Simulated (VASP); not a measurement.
Here is a VASP 6.6.1 calculation.

The input INCAR:

```
SYSTEM = BaZrO3
PREC = Accurate ; ENCUT = 600
EDIFF = 1E-6 ; ISMEAR = -1
SIGMA = 0.02 ; LREAL = .FALSE.
LASPH = .TRUE. ; NELM = 60
ALGO = Normal ; ISIF = 3
LWAVE = .FALSE. ; LCHARG = .FALSE.
GGA = PE ; IBRION = 2
NSW = 80 ; EDIFFG = -0.005
```

File KPOINTS:

```
Automatic mesh
0
G
  6 6 6
  0 0 0
```

POSCAR

```
BaZrO3
1.0
    4.6084835800      0.0000000000      0.0000000000
    0.0000000000      4.6084835800      0.0000000000
    0.0000000000      0.0000000000      4.6084835800
Ba Zr O
1 1 3
Direct
    0.0000000000      0.0000000000      0.0000000000
    0.5000000000      0.5000000000      0.5000000000
    0.5000000000      0.5000000000      0.0000000000
    0.5000000000      0.0000000000      0.5000000000
    0.0000000000      0.5000000000      0.5000000000
```

Potentials or basis: VASP PAW PBE potentials, release 64 (Ba_sv, Zr_sv, O).

Command:

```sh
$ cat potpaw_PBE.64/Ba_sv/POTCAR potpaw_PBE.64/Zr_sv/POTCAR potpaw_PBE.64/O/POTCAR > POTCAR
$ mpirun -np 1 vasp_std > vasp.out
```

(1) Predict the relaxed cell.

(2) Predict the space group after relaxing (to 0.05 Å).

Results:

(1) a = 4.235 Å, b = 4.235 Å, c = 4.235 Å, α = 90.00°, β = 90.00°, γ = 90.00°.

(2) Pm-3m (No. 221).
